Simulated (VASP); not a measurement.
# Ti2H (Pn-3m) in VASP: a series of runs

The runs below take Ti2H through relaxation of volume and atoms at fixed shape, single point, with LDA.

Program: VASP 6.6.1. These are calculated values, not measurements. Logs are shortened: lines on timing, memory, paths and dates and some standing lists are left out, and cuts for length are marked.

## 1. The cell of the first run

The structure is cubic, space group Pn-3m (No. 224). The conventional cell has a = 4.229 Å, b = 4.229 Å, c = 4.229 Å, α = 90.00°, β = 90.00°, γ = 90.00°. Within 2.4 Å of Ti (site symmetry -3m) lie 2 H at 1.83 Å. Within 2.4 Å of H (site symmetry -43m) lie 4 Ti at 1.83 Å.

## 2. Relaxation of volume and atoms at fixed shape, LDA

The input, INCAR:

```
SYSTEM = Ti2H
ALGO = Normal ; EDIFF = 1E-7
EDIFFG = -0.01 ; ENCUT = 600
GGA = CA ; IBRION = 2
ISIF = 8 ; ISMEAR = 1
LASPH = .True. ; LCHARG = .False.
LREAL = .False. ; LWAVE = .False.
NELM = 60 ; NSW = 80
PREC = Accurate ; SIGMA = 0.02
```

The input, KPOINTS:

```
k-points
0
Gamma
  11 11 11
  0 0 0
```

The input, POSCAR:

```
Ti2H
1.0
    4.2292000000      0.0000000000      0.0000000000
    0.0000000000      4.2292000000      0.0000000000
    0.0000000000      0.0000000000      4.2292000000
Ti H
4 2
Direct
    0.2500000000      0.7500000000      0.2500000000
    0.7500000000      0.2500000000      0.2500000000
    0.2500000000      0.2500000000      0.7500000000
    0.7500000000      0.7500000000      0.7500000000
    0.0000000000      0.0000000000      0.0000000000
    0.5000000000      0.5000000000      0.5000000000
```

Potentials or basis: VASP PAW LDA potentials, release 64 (Ti_sv, H).

Launch:

```bash
> cat potpaw_LDA.64/Ti_sv/POTCAR potpaw_LDA.64/H/POTCAR > POTCAR
> mpirun -np 1 vasp_std > vasp.out
```

OUTCAR:

```text
SYSTEM = Ti2H
   EDIFF = 1E-7
   EDIFFG = -0.01
   ENCUT = 600
   GGA = CA
   IBRION = 2
   ISIF = 8
   ISMEAR = 1
   LASPH = .True.
   LREAL = .False.
   NELM = 60
   NSW = 80
   PREC = Accurate

 ion  position               nearest neighbor table
   1  0.250  0.750  0.250-   5 1.83   6 1.83
   2  0.750  0.250  0.250-   5 1.83   6 1.83
   3  0.250  0.250  0.750-   5 1.83   6 1.83
   4  0.750  0.750  0.750-   5 1.83   6 1.83
   5  0.000  0.000  0.000-   1 1.83   2 1.83   3 1.83   4 1.83
   6  0.500  0.500  0.500-   1 1.83   2 1.83   3 1.83   4 1.83

  LATTYP: Found a simple cubic cell.
 ALAT       =     4.2292000000

  Lattice vectors:

 A1 = (   4.2292000000,   0.0000000000,   0.0000000000)
 A2 = (   0.0000000000,   4.2292000000,   0.0000000000)
 A3 = (   0.0000000000,   0.0000000000,   4.2292000000)

Analysis of symmetry for initial positions (statically):
=====================================================================
 Subroutine PRICEL returns:
 Original cell was already a primitive cell.

 Routine SETGRP: Setting up the symmetry group for a
 simple cubic supercell.

 Subroutine GETGRP returns: Found 48 space group operations
 (whereof 24 operations were pure point group operations)
 out of a pool of 48 trial point group operations.

The static configuration has the point symmetry T_d .
 The point group associated with its full space group is O_h .

Analysis of symmetry for dynamics (positions and initial velocities):
=====================================================================
 Subroutine PRICEL returns:
 Original cell was already a primitive cell.

 Routine SETGRP: Setting up the symmetry group for a
 simple cubic supercell.

 Subroutine GETGRP returns: Found 48 space group operations
 (whereof 24 operations were pure point group operations)
 out of a pool of 48 trial point group operations.

The dynamic configuration has the point symmetry T_d .
 The point group associated with its full space group is O_h .

 Subroutine INISYM returns: Found 48 space group operations
 (whereof 24 operations are pure point group operations),
 and found     1 'primitive' translations

----------------------------------------------------------------------------------------

                                     Primitive cell

  volume of cell :      75.6440

  direct lattice vectors                    reciprocal lattice vectors
     4.229200000  0.000000000  0.000000000     0.236451338  0.000000000  0.000000000
     0.000000000  4.229200000  0.000000000     0.000000000  0.236451338  0.000000000
[... 106 lines left out ...]
   EMIN   =  10.00;   EMAX   =-10.00  energy-range for DOS
   EFERMI =   0.00;   METHOD = LEGACY
   ISMEAR =     1;   SIGMA  =   0.02  broadening in eV -4-tet -1-fermi 0-gaus
   EFERMI_NEDOS =   21; number of points for ismear=-14 and -15
   IALGO  =     38    algorithm
   IMIX   =      4    mixing-type and parameters
     AMIX     =   0.40;   BMIX     =  1.00
     AMIX_MAG =   1.60;   BMIX_MAG =  1.00
  volume/ion in A,a.u.               =      12.61        85.08
  Fermi-wavevector in a.u.,A,eV,Ry     =   1.426067  2.694876 27.669722  2.033667
  Thomas-Fermi vector in A             =   2.546384
   LORBIT       =      0    0 simple, 1 ext, 2 COOP (PROOUT), +10 PAW based schemes
   GGA     = CA    functional components
   LHFCALC =     F    Hartree Fock is set to
   AEXX    =    0.0000 exact exchange contribution
   IVDW    =     0    specifies the selected vdW correction
   LEPSILON=     F    determine dielectric tensor
   LRPA    =     F    only Hartree local field effects (RPA)
 conjugate gradient relaxation of ions
 non-spin polarized calculation
 Methfessel and Paxton  Order N= 1 SIGMA  =   0.02
  energy-cutoff  :      600.00
  volume of cell :       75.64
 maximum number of plane-waves:      2539
 NGX is ok and might be reduce to    36
   NGX = 17   NGY = 17   NGZ = 17

--------------------------------------- Ionic step        1  -------------------------------------------

 number of electron      49.9999983 magnetization

 Free energy of the ion-electron system (eV)
  ---------------------------------------------------
  ext. energy  EPLUGINS =         0.00000000
  ---------------------------------------------------
  free energy    TOTEN  =       -42.51048664 eV

  energy without entropy =      -42.51037657  energy(sigma->0) =      -42.51044995

------------------------ aborting loop because EDIFF is reached ----------------------------------------

  FORCE on cell =-STRESS in cart. coord.  units (eV):
  Direction    XX          YY          ZZ          XY          YZ          ZX
  --------------------------------------------------------------------------------------
  -------------------------------------------------------------------------------------
  Total       -3.4978010     -3.4978010     -3.4978010     -0.0000000      0.0000000     -0.0000000
  in kB      -74.0851227    -74.0851227    -74.0851227     -0.0000000      0.0000000     -0.0000000
  external PRESSURE =     -74.0851227 kB  Pullay stress =       0.0000000 kB
[... 67 lines left out ...]
--------------------------------------- Ionic step        3  -------------------------------------------

 number of electron      50.0000009 magnetization

 Free energy of the ion-electron system (eV)
  ---------------------------------------------------
  ext. energy  EPLUGINS =         0.00000000
  ---------------------------------------------------
  free energy    TOTEN  =       -42.62232300 eV

  energy without entropy =      -42.62208908  energy(sigma->0) =      -42.62224503

 E-fermi :   8.1049     XC(G=0): -11.9694

 val. band max:        8.1042236434   @ k =   0.4545   0.4545   0.0909
 cond. band min:       8.1144124083   @ k =   0.4545   0.4545   0.2727
 fundamental gap:      0.0101887649
 Fermi energy:         8.1049453260

 k-point     1 :       0.0000    0.0000    0.0000
  band No.  band energies     occupation
      1     -47.9646      2.00000
      2     -47.8005      2.00000
      3     -47.8005      2.00000
      4     -47.8005      2.00000
      5     -25.0246      2.00000
      6     -24.7907      2.00000
[... 781 lines left out ...]
     29       9.1206      0.00000
     30       9.9600      0.00000

 [... further k-points ...]

------------------------ aborting loop because EDIFF is reached ----------------------------------------

  FORCE on cell =-STRESS in cart. coord.  units (eV):
  Direction    XX          YY          ZZ          XY          YZ          ZX
  --------------------------------------------------------------------------------------
  -------------------------------------------------------------------------------------
  Total        0.0087049      0.0087049      0.0087049      0.0000000      0.0000000     -0.0000000
  in kB        0.1963169      0.1963169      0.1963169      0.0000000      0.0000000     -0.0000000
  external PRESSURE =       0.1963169 kB  Pullay stress =       0.0000000 kB
[... 21 lines left out ...]
  FREE ENERGIE OF THE ION-ELECTRON SYSTEM (eV)
  ---------------------------------------------------
  free  energy   TOTEN  =       -42.6223230008 eV

  energy  without entropy=      -42.6220890822  energy(sigma->0) =      -42.62224503

 reached required accuracy - stopping structural energy minimisation
```

OSZICAR:

```text
N       E                     dE             d eps       ncg     rms          rms(c)
DAV:   1     0.659764953920E+03    0.65976E+03   -0.27858E+04  3360   0.222E+03
DAV:   2     0.361140320620E+02   -0.62365E+03   -0.61558E+03  3360   0.636E+02
DAV:   3    -0.402119288500E+02   -0.76326E+02   -0.74242E+02  5660   0.185E+02
[... 34 lines left out ...]
DAV:   7    -0.426221688525E+02   -0.17422E-03   -0.60284E-04  4648   0.160E-01    0.563E-02
DAV:   8    -0.426223178227E+02   -0.14897E-03   -0.35625E-04  4638   0.129E-01    0.952E-03
DAV:   9    -0.426223215706E+02   -0.37479E-05   -0.46795E-05  4820   0.353E-02    0.873E-03
DAV:  10    -0.426223227794E+02   -0.12087E-05   -0.40672E-06  3800   0.126E-02    0.378E-03
DAV:  11    -0.426223230051E+02   -0.22574E-06   -0.93868E-07  3688   0.530E-03    0.127E-03
DAV:  12    -0.426223230008E+02    0.43365E-08   -0.41417E-08  2288   0.185E-03
   3 F= -.42622323E+02 E0= -.42622245E+02  d E =-.111836E+00
```

CONTCAR:

```text
Ti2H
   1.00000000000000
     4.1416367935233467    0.0000000000000000    0.0000000000000000
     0.0000000000000000    4.1416367935233467    0.0000000000000000
     0.0000000000000000    0.0000000000000000    4.1416367935233467
  Ti              H
     4     2
Direct
     0.2500000000000000    0.7500000000000000    0.2500000000000000
     0.7500000000000000    0.2500000000000000    0.2500000000000000
     0.2500000000000000    0.2500000000000000    0.7500000000000000
     0.7500000000000000    0.7500000000000000    0.7500000000000000
     0.0000000000000000    0.0000000000000000    0.0000000000000000
     0.5000000000000000    0.5000000000000000    0.5000000000000000

  0.00000000E+00  0.00000000E+00  0.00000000E+00
  0.00000000E+00  0.00000000E+00  0.00000000E+00
  0.00000000E+00  0.00000000E+00  0.00000000E+00
  0.00000000E+00  0.00000000E+00  0.00000000E+00
  0.00000000E+00  0.00000000E+00  0.00000000E+00
  0.00000000E+00  0.00000000E+00  0.00000000E+00
```

Wall time 5.5 min (1 thread of Intel Xeon Platinum 8488C (Sapphire Rapids), shared host); peak memory 0.25 GiB.

Results:

```
Free energy                            : -42.6223 eV
Relaxed volume                         : 11.84 Å³/atom
Relaxed cell                           : a = 4.142 Å, b = 4.142 Å, c = 4.142 Å, α = 90.00°, β = 90.00°, γ = 90.00°
Space group after relaxing (to 0.05 Å) : Pn-3m (No. 224)
Energy gained by relaxing              : 18.6 meV/atom
Ionic steps                            : 3
Pressure after relaxing                : 0.0 GPa
Band gap on the k mesh                 : zero (band 25 reaches 8.69 eV, above the bottom of band 26 at 7.77 eV)
```

The path:
| step | energy change (eV) | largest force (eV/Å) | pressure (GPa) | volume (Å³) |
| --- | --- | --- | --- | --- |
| 1 | 0.0000 | 0.0000 | -7.41 | 75.64 |
| 2 | -0.0961 | 0.0000 | 3.19 | 69.44 |
| 3 | -0.1118 | 0.0000 | 0.02 | 71.04 |

Final structure:
```
Ti H
1.0
     4.14164    0.00000    0.00000
     0.00000    4.14164    0.00000
     0.00000    0.00000    4.14164
Ti H
4 2
Direct
  0.25000 0.75000 0.25000
  0.75000 0.25000 0.25000
  0.25000 0.25000 0.75000
  0.75000 0.75000 0.75000
  0.00000 0.00000 0.00000
  0.50000 0.50000 0.50000
```

## 3. Single point, LDA

This run uses another cell than the first one, of 11.84 Å³/atom, 0.939 times its volume.

The input, INCAR:

```
  ALGO = Normal
  EDIFF = 1E-6
  ENCUT = 520
  ISIF = 2
  ISMEAR = 1
  LASPH = T
  LCHARG = F
  LREAL = F
  LWAVE = F
  NBANDS = 34
  NELM = 60
  PREC = Accurate
  SIGMA = 0.02
```

The input, KPOINTS:

```
k-points
0
Gamma
  11 11 11
```

POSCAR: that of step 2 with these lines changed.

```diff
@@ -2,5 +2,5 @@
 1.0
-    4.2292000000      0.0000000000      0.0000000000
-    0.0000000000      4.2292000000      0.0000000000
-    0.0000000000      0.0000000000      4.2292000000
+    4.1412889964      0.0000000000      0.0000000000
+    0.0000000000      4.1412889964      0.0000000000
+    0.0000000000      0.0000000000      4.1412889964
 Ti H
```

Potentials or basis: VASP PAW LDA potentials, release 64 (Ti_sv, H).

Launch:

```bash
> cat potpaw_LDA.64/Ti_sv/POTCAR potpaw_LDA.64/H/POTCAR > POTCAR
> mpirun -np 1 vasp_std > vasp.out
```

Wall time 50 s (1 thread of Intel Xeon 6975P-C (Granite Rapids), shared host); peak memory 0.21 GiB.

The run converged. Its results:

```yaml
Free_energy: -42.6201 eV
Pressure: 0.0 GPa
Band_gap_on_the_k_mesh: zero (band 25 reaches 8.70 eV, above the bottom of band 26 at 7.77 eV)
```

Levels at points of the mesh, in eV from the Fermi level:
```tsv
k point	band 21	band 22	band 23	band 24	band 25	band 26	band 27	band 28	band 29	band 30
(0.00, 0.00, 0.00)	-2.74	-2.74	-1.70	-1.70	0.59	0.59	0.59	2.32	2.32	2.81
```
